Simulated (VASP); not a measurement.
# Al18N19 (a cell with a defect) in VASP: single point with PBE

Aim: the single point of Al18N19 (a cell with a defect) with PBE.

Everything below comes from runs of VASP 6.6.1. Logs are shortened: lines on timing, memory, paths and dates and some standing lists are left out, and cuts for length are marked.

## Step 1: The cell of the first run

The cell holds a defect, 37 atoms: a = 7.387 Å, b = 7.387 Å, c = 7.387 Å, α = 78.93°, β = 78.93°, γ = 78.93°.

## Step 2: Single point, PBE, collinear spin

INCAR

```
PREC     = Accurate       # precision mode
ENCUT    = 520            # plane-wave cutoff, eV
EDIFF    = 1E-6           # SCF threshold, eV
ISMEAR   = 0              # smearing method
SIGMA    = 0.02           # smearing width, eV
LREAL    = Auto         
LASPH    = True           # aspherical terms in the spheres
NELM     = 150            # most SCF steps
ALGO     = Normal         # electronic algorithm
ISIF     = 2              # what is computed and relaxed
LWAVE    = False          # write WAVECAR
LCHARG   = False          # write CHGCAR
ISPIN    = 2              # spin polarisation
MAGMOM   = 0 0 0.1 0 0 0.1 0.1 0 0 0.1 0 0.1 0 0.1 0 0 0 0 0 0 0 0 0 0 0 0 0 0 0 0 0 0 0.1 0.1 0 0.1 0.1 # initial moments
LORBIT   = 11             # projections on sites
GGA      = PE             # functional
NBANDS   = 102            # bands
KPAR     = 2            
NCORE    = 2
```

KPOINTS

```
Automatic mesh
0
Gamma
  2 2 2
  0.5 0.5 0.5
```

POSCAR

```
Al18N19
1.0
    4.6953054387     -2.7108358590     -5.0180193796
   -4.6953054387     -2.7108358590     -5.0180193796
    0.0000000000      5.4216717179     -5.0180193796
Al N
18 19
Direct
    0.2812818288      0.2811280822      0.9446795873
    0.9455510174      0.2811292105      0.2803761053
    0.6082437403      0.9434855092      0.9427160792
    0.6063169568      0.2827511538      0.6053473598
    0.2812619540      0.9453758778      0.2803086931
    0.9436604810      0.6082038404      0.9427532631
    0.9436072822      0.9433870691      0.6073460077
    0.6063126237      0.6061642518      0.2818889736
    0.2829418746      0.6061189969      0.6053217673
    0.8905545849      0.2209804778      0.8896009930
    0.5541277093      0.2227005200      0.2218617203
    0.2210608956      0.8903547510      0.8895669292
    0.2228351587      0.2226722992      0.5531421708
    0.8906182105      0.8904915951      0.2198586148
    0.5565361232      0.5563441512      0.8886691436
    0.5565678893      0.8894756856      0.5554577659
    0.2228266762      0.5540232593      0.2218534408
    0.8896625709      0.5563843031      0.5554733818
    0.1600424005      0.1598896252      0.8121598004
    0.8131544638      0.1599053823      0.1590124034
    0.4825421921      0.8170092149      0.8161396489
    0.4823530967      0.1507813874      0.4813757309
    0.1600226257      0.8130360064      0.1589344401
    0.8171923080      0.4824197098      0.8161671951
    0.8172192428      0.8170060944      0.4814057921
    0.4823286809      0.4821783577      0.1499338584
    0.1509704574      0.4821830628      0.4813430251
    0.0954649719      0.4296268634      0.0946003995
    0.7615297357      0.4302510938      0.4294566399
    0.4297795220      0.0953152356      0.0945442306
    0.4304416000      0.4302403930      0.7606079600
    0.0954554688      0.0952455937      0.4289446715
    0.7513606066      0.7512742558      0.0980925239
    0.7513532535      0.0988622955      0.7504210534
    0.4303873271      0.7613859373      0.4294326270
    0.0991391695      0.7510913205      0.7504080624
    0.9449457744      0.9449698062      0.9437342974
```

Potentials or basis: VASP PAW PBE potentials, release 64 (Al, N).

On the command line:

```
cat potpaw_PBE.64/Al/POTCAR potpaw_PBE.64/N/POTCAR > POTCAR
mpirun -np 4 vasp_std > vasp.out
```

OUTCAR:

```text
PREC = Accurate
   ENCUT = 520
   EDIFF = 1E-6
   ISMEAR = 0
   LREAL = Auto
   LASPH = True
   NELM = 150
   ISIF = 2
   ISPIN = 2
   LORBIT = 11
   GGA = PE

 ion  position               nearest neighbor table
   1  0.281  0.281  0.945-  19 1.88  31 1.90  30 1.90  28 1.90  11 3.06  17 3.06  15 3.06  10 3.12
                            12 3.12   9 3.12   4 3.12   3 3.12   6 3.12  13 3.13   5 3.15   2 3.15
   2  0.946  0.281  0.280-  20 1.88  29 1.89  28 1.90  32 1.90  13 3.06  17 3.06  18 3.06  14 3.12
                            10 3.12   4 3.12   8 3.12   6 3.12   7 3.12  11 3.13   1 3.15   5 3.15
   3  0.608  0.943  0.943-  30 1.90  21 1.90  33 1.93  34 1.93  37 2.49  15 3.07  16 3.07  12 3.07
                            11 3.11  14 3.12  10 3.12   5 3.12   1 3.12   6 3.15   7 3.15   8 3.18
   4  0.606  0.283  0.605-  34 1.86  29 1.89  31 1.89  22 1.91   9 3.04   8 3.04  11 3.06  13 3.06
                            16 3.10  15 3.11  18 3.11   2 3.12   1 3.12  10 3.16   3 3.18   7 3.18
   5  0.281  0.945  0.280-  23 1.88  35 1.89  30 1.90  32 1.90  13 3.06  11 3.06  16 3.06  14 3.12
                            12 3.12   8 3.12   9 3.12   3 3.12   7 3.12  17 3.12   1 3.15   2 3.15
   6  0.944  0.608  0.943-  28 1.90  24 1.90  33 1.93  36 1.93  37 2.49  15 3.07  18 3.07  10 3.07
                            17 3.11  14 3.12  12 3.12   2 3.12   1 3.12   7 3.15   3 3.15   8 3.18
   7  0.944  0.943  0.607-  32 1.90  25 1.90  34 1.93  36 1.93  37 2.49  18 3.07  16 3.07  14 3.07
                            13 3.11  12 3.12  10 3.12   5 3.12   2 3.12   6 3.15   3 3.15   9 3.18
   8  0.606  0.606  0.282-  33 1.86  35 1.89  29 1.89  26 1.91   9 3.04   4 3.04  11 3.06  17 3.06
                            15 3.10  16 3.11  18 3.11   5 3.12   2 3.12  14 3.16   6 3.18   3 3.18
   9  0.283  0.606  0.605-  36 1.86  35 1.89  31 1.89  27 1.91   4 3.04   8 3.04  17 3.06  13 3.06
[... 22 lines left out ...]
  22  0.482  0.151  0.481-  13 1.89  11 1.89  16 1.91   4 1.91
  23  0.160  0.813  0.159-  17 1.87   5 1.88  12 1.95  14 1.95
  24  0.817  0.482  0.816-  15 1.90  18 1.90   6 1.90  10 1.90
[... 10 lines left out ...]
  35  0.430  0.761  0.429-   9 1.89   8 1.89   5 1.89  16 1.91
  36  0.099  0.751  0.750-   9 1.86   6 1.93   7 1.93  12 2.01
  37  0.945  0.945  0.944-  10 1.98  12 1.98  14 1.98   7 2.49   3 2.49   6 2.49

  LATTYP: Found a trigonal (rhomboedric) cell.
 ALAT       =     7.3874923155
 COS(alpha) =     0.1920888352

  Lattice vectors:

 A1 = (   4.6953054387,  -2.7108358590,  -5.0180193796)
 A2 = (  -4.6953054387,  -2.7108358590,  -5.0180193796)
 A3 = (   0.0000000000,   5.4216717179,  -5.0180193796)

Analysis of symmetry for initial positions (statically):
=====================================================================
 Subroutine PRICEL returns:
 Original cell was already a primitive cell.

 Routine SETGRP: Setting up the symmetry group for a
 trigonal (rhombohedral) supercell.

 Subroutine GETGRP returns: Found  1 space group operations
 (whereof  1 operations were pure point group operations)
 out of a pool of 12 trial point group operations.

The static configuration has the point symmetry C_1 .

Analysis of symmetry for dynamics (positions and initial velocities):
=====================================================================
 Subroutine PRICEL returns:
 Original cell was already a primitive cell.

 Routine SETGRP: Setting up the symmetry group for a
 trigonal (rhombohedral) supercell.

 Subroutine GETGRP returns: Found  1 space group operations
 (whereof  1 operations were pure point group operations)
 out of a pool of 12 trial point group operations.

The dynamic configuration has the point symmetry C_1 .

Analysis of structural, dynamic, and magnetic symmetry:
=====================================================================
 Subroutine PRICEL returns:
 Original cell was already a primitive cell.

 Routine SETGRP: Setting up the symmetry group for a
 trigonal (rhombohedral) supercell.

 Subroutine GETGRP returns: Found  1 space group operations
 (whereof  1 operations were pure point group operations)
 out of a pool of 12 trial point group operations.

The overall configuration has the point symmetry C_1 .

 Subroutine INISYM returns: Found  1 space group operations
 (whereof  1 operations are pure point group operations),
 and found     1 'primitive' translations

----------------------------------------------------------------------------------------
[... 128 lines left out ...]
   dimension x,y,z NGXF=   112 NGYF=  112 NGZF=  112
   ions per type =              18  19
   NGX,Y,Z   is equivalent  to a cutoff of  12.60, 12.60, 12.60 a.u.
   NGXF,Y,Z  is equivalent  to a cutoff of  25.20, 25.20, 25.20 a.u.
 SYSTEM =  unknown system
   PREC   = accura    normal or accurate (medium, high low for compatibility)
   ISTART =      0    job   : 0-new  1-cont  2-samecut
   ICHARG =      2    charge: 1-file 2-atom 10-const
   ISPIN  =      2    spin polarized calculation?
   LNONCOLLINEAR =      F non collinear calculations
   LSORBIT =      F    spin-orbit coupling
   LASPH  =      T    aspherical Exc in radial PAW
   ENCUT  =  520.0 eV  38.22 Ry    6.18 a.u.  13.74 13.74 13.74*2*pi/ulx,y,z
   NELM   =    150;   NELMIN=  2; NELMDL= -5     # of ELM steps
   EDIFF  = 0.1E-05   stopping-criterion for ELM
   LREAL  =      T    real-space projection
   EDIFFG = 0.1E-04   stopping-criterion for IOM
   NSW    =      0    number of steps for IOM
[... 5 lines left out ...]
   TEBEG  =    0.0;   TEEND  =   0.0 temperature during run
   PSTRESS=    0.0 pullay stress
   NELECT =     149.0000    total number of electrons
   NUPDOWN=      -1.0000    fix difference up-down
   EMIN   =  10.00;   EMAX   =-10.00  energy-range for DOS
   EFERMI =   0.00;   METHOD = LEGACY
   ISMEAR =     0;   SIGMA  =   0.02  broadening in eV -4-tet -1-fermi 0-gaus
   EFERMI_NEDOS =   21; number of points for ismear=-14 and -15
   IALGO  =     38    algorithm
   IMIX   =      4    mixing-type and parameters
     AMIX     =   0.40;   BMIX     =  1.00
     AMIX_MAG =   1.60;   BMIX_MAG =  1.00
  volume/ion in A,a.u.               =      10.36        69.89
  Fermi-wavevector in a.u.,A,eV,Ry     =   1.194868  2.257974 19.425177  1.427710
  Thomas-Fermi vector in A             =   2.330848
   LORBIT       =     11    0 simple, 1 ext, 2 COOP (PROOUT), +10 PAW based schemes
   GGA     = PE    functional components
   LHFCALC =     F    Hartree Fock is set to
   AEXX    =    0.0000 exact exchange contribution
   IVDW    =     0    specifies the selected vdW correction
   LEPSILON=     F    determine dielectric tensor
   LRPA    =     F    only Hartree local field effects (RPA)
 spin polarized calculation
 Gauss-broadening in eV      SIGMA  =   0.02
  energy-cutoff  :      520.00
  volume of cell :      383.22
 maximum number of plane-waves:     10309
 NGX is ok and might be reduce to    54
   NGX = 27   NGY = 27   NGZ = 27

 number of electron     149.0000014 magnetization       2.9998197

 Free energy of the ion-electron system (eV)
  ---------------------------------------------------
  ext. energy  EPLUGINS =         0.00000000
  ---------------------------------------------------
  free energy    TOTEN  =      -268.80191984 eV

  energy without entropy =     -268.80191984  energy(sigma->0) =     -268.80191984

 E-fermi :   7.0039     XC(G=0): -10.9447

 val. band max:        6.9081976816   @ k =   0.2500  -0.2500   0.2500
 cond. band min:       7.9802091213   @ k =   0.2500   0.2500  -0.2500
 fundamental gap:      1.0720114397
 Fermi energy:         7.0038550937

 spin component 1

 k-point     1 :       0.2500    0.2500    0.2500
  band No.  band energies     occupation
      1      -9.9028      1.00000
      2      -8.4915      1.00000
      3      -7.8399      1.00000
      4      -7.8391      1.00000
      5      -7.5627      1.00000
      6      -7.3831      1.00000
[... 345 lines left out ...]
     85      12.6450      0.00000
     86      12.7118      0.00000
 Fermi energy:         7.0038550937

 spin component 2

 k-point     1 :       0.2500    0.2500    0.2500
  band No.  band energies     occupation
      1      -9.0350      1.00000
      2      -8.1626      1.00000
      3      -7.7397      1.00000
      4      -7.7391      1.00000
      5      -7.4965      1.00000
      6      -7.3178      1.00000
[... 345 lines left out ...]
     85      12.7077      0.00000
     86      12.7578      0.00000
 [bands above 86 left out]

------------------------ aborting loop because EDIFF is reached ----------------------------------------

  FORCE on cell =-STRESS in cart. coord.  units (eV):
  Direction    XX          YY          ZZ          XY          YZ          ZX
  --------------------------------------------------------------------------------------
  -------------------------------------------------------------------------------------
  Total        9.5293890      9.5352569     10.4671204      0.0032197      0.0054821     -0.0032905
  in kB       39.8405185     39.8650512     43.7609909      0.0134609      0.0229196     -0.0137570
  external PRESSURE =      41.1555202 kB  Pullay stress =       0.0000000 kB

 VOLUME and BASIS-vectors are now :
 -----------------------------------------------------------------------------
  energy-cutoff  :      520.00
  volume of cell :      383.22
      direct lattice vectors                 reciprocal lattice vectors
     4.695305439 -2.710835859 -5.018019380     0.106489345 -0.061481652 -0.066427271
    -4.695305439 -2.710835859 -5.018019380    -0.106489345 -0.061481652 -0.066427271
     0.000000000  5.421671718 -5.018019380     0.000000000  0.122963304 -0.066427271

 POSITION                                       TOTAL-FORCE (eV/Angst)
 -----------------------------------------------------------------------------------
      0.00072      3.59714     -7.56260        -0.001769     -0.001123      0.007234
      3.11966     -1.80522     -7.56244         0.011754     -0.001378      0.004146
     -1.57406      0.90461    -12.51718         0.009357     -0.007393     -0.000444
      1.51924      0.87188     -7.49901         0.002282      0.003661     -0.005388
     -3.11822     -1.80547     -7.56189        -0.009021     -0.000651     -0.000379
      1.57507      0.90445    -12.51804        -0.004328     -0.004147      0.006191
[... 29 lines left out ...]
     -3.06111      1.76363     -8.03204        -0.004712     -0.000443     -0.000612
     -0.00011     -0.00663    -14.21931         0.006413      0.000831     -0.005096
 -----------------------------------------------------------------------------------
    total drift:                               -0.006054      0.002914     -0.017783

  FREE ENERGIE OF THE ION-ELECTRON SYSTEM (eV)
  ---------------------------------------------------
  free  energy   TOTEN  =      -268.8019198359 eV

  energy  without entropy=     -268.8019198359  energy(sigma->0) =     -268.80191984

 total charge

# of ion       s       p       d       tot
------------------------------------------
    1        0.367   0.436   0.000   0.803
    2        0.367   0.436   0.000   0.803
    3        0.364   0.424   0.000   0.788
    4        0.373   0.445   0.000   0.818
    5        0.367   0.436   0.000   0.803
    6        0.364   0.424   0.000   0.788
[... 29 lines left out ...]
   36        1.239   2.576   0.000   3.815
   37        1.355   2.290   0.000   3.645
--------------------------------------------------
tot         30.019  57.227   0.000  87.246

 magnetization (x)

# of ion       s       p       d       tot
------------------------------------------
    1        0.001   0.002   0.000   0.003
    2        0.001   0.002   0.000   0.003
    3       -0.001  -0.003   0.000  -0.003
    4        0.006   0.014   0.000   0.021
    5        0.001   0.002   0.000   0.003
    6       -0.001  -0.003   0.000  -0.003
[... 29 lines left out ...]
   36        0.015   0.159   0.000   0.173
   37        0.035   1.202   0.000   1.237
--------------------------------------------------
tot          0.122   2.132   0.000   2.254
```

It took 4.5 min on 4 MPI ranks of Oxide Virtual Turin-like, shared host; peak memory 0.39 GiB.

Results:

* Free energy: -268.8019 eV
* Pressure: 4.1 GPa
* Largest force: 0.018 eV/Å
* Band gap on the k mesh: 1.07 eV
* Net moment: 3.00 μB per cell
* Site moments: Al +0.00, -0.00, +0.02 (each value once); N +0.11, +0.00, +0.01, +0.17, +1.24 (each value once) μB
* Valence electrons inside the program's atomic spheres: Al 0.80, 0.79, 0.82, 0.77 (each value once); N 3.84, 3.85, 3.86, 3.82, 3.81, 3.65 (each value once)

Forces on the atoms (eV/Å):
```
Al  -0.002 -0.001  0.007
Al   0.012 -0.001  0.004
Al   0.009 -0.007  0.000
Al   0.002  0.004 -0.005
Al  -0.009 -0.001  0.000
Al  -0.004 -0.004  0.006
Al   0.002  0.006 -0.010
Al  -0.001  0.001 -0.006
Al   0.001  0.003 -0.007
Al  -0.002 -0.006  0.002
Al   0.000  0.003  0.005
Al   0.000 -0.008  0.001
Al   0.001  0.000  0.003
Al   0.000  0.013  0.002
Al  -0.003 -0.002 -0.001
Al  -0.005  0.004 -0.005
Al   0.003  0.001  0.004
Al   0.004  0.004 -0.006
N    0.000  0.004 -0.002
N    0.000  0.001  0.000
N   -0.008  0.006  0.014
N   -0.005 -0.005  0.007
N    0.003  0.005 -0.001
N    0.009  0.005  0.013
N   -0.002 -0.009  0.014
N   -0.001  0.005  0.002
N    0.004 -0.002  0.007
N    0.001 -0.002 -0.012
N   -0.009  0.002 -0.005
N   -0.003  0.003 -0.015
N    0.000 -0.007 -0.002
N   -0.003 -0.015 -0.009
N    0.003  0.008  0.002
N   -0.012 -0.006  0.005
N    0.012  0.001 -0.005
N   -0.005  0.000 -0.001
N    0.006  0.001 -0.005
```

Stress tensor (GPa, compression positive):
```
3.98 0.00 0.00
0.00 3.99 0.00
0.00 0.00 4.38
```
